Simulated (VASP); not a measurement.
Set up this calculation in VASP 6.6.1, as the native input.

```
Task                   : single point
Functional             : PBE
Potentials or basis    : VASP PAW PBE potentials, release 64 (Zn, S, O)
Cutoff                 : 520 eV
k mesh                 : 12 × 12 × 4
Occupations            : gaussian, width 0.1 eV
Spin                   : no spin polarisation
Dipole correction      : no
Further INCAR settings : ALGO = Normal; EDIFF = 1e-07; NBANDS = 46
```

The structure of Zn4SO3 lies in POSCAR:

```
Zn4SO3
1.0
    3.4236971267      0.0000000000      0.0000000000
   -1.7118485634      2.9650086865      0.0000000000
    0.0000000000      0.0000000000     11.1011808664
Zn S O
4 1 3
Direct
    0.3333333333      0.6666666667      0.0320514024
    0.3333333333      0.6666666667      0.4917758175
    0.6666666667      0.3333333333      0.2620519843
    0.6666666667      0.3333333333      0.7232946737
    0.6666666667      0.3333333333      0.9356127536
    0.3333333333      0.6666666667      0.2112262449
    0.3333333333      0.6666666667      0.6720482167
    0.6666666667      0.3333333333      0.4419389069
```

The input as run:

INCAR

```
SYSTEM = Zn4SO3
PREC     = Accurate       ! precision mode
ENCUT    = 520            ! plane-wave cutoff, eV
EDIFF    = 1E-7           ! SCF threshold, eV
ISMEAR   = 0              ! smearing method
SIGMA    = 0.1            ! smearing width, eV
LREAL    = .False.        ! projectors in reciprocal space
LASPH    = .True.         ! aspherical terms in the spheres
NELM     = 80             ! most SCF steps
ALGO     = Normal         ! electronic algorithm
ISIF     = 2              ! what is computed and relaxed
LWAVE    = .False.        ! write WAVECAR
LCHARG   = .False.        ! write CHGCAR
GGA      = PE             ! functional
NBANDS   = 46             ! bands
```

KPOINTS

```
Automatic mesh
0
Gamma
  12 12 4
  0 0 0
```

Potentials or basis: VASP PAW PBE potentials, release 64 (Zn, S, O).

Run with:

```bash
$ cat potpaw_PBE.64/Zn/POTCAR potpaw_PBE.64/S/POTCAR potpaw_PBE.64/O/POTCAR > POTCAR
$ mpirun -np 1 vasp_std > vasp.out
```

It gave:

- Pressure: 0.6 GPa
- Largest force: 0.040 eV/Å
- Band gap on the k mesh: zero (bands 36 and 37 overlap by 0.11 eV)

Caveat: semilocal functionals underestimate gaps, so a narrow gap can read as zero.

Run time: 7.3 min on 1 thread of Intel(R) Xeon(R) Platinum 8259CL CPU @ 2.50GHz (Skylake/Cascade Lake), on a shared host, peak memory 0.43 GiB.
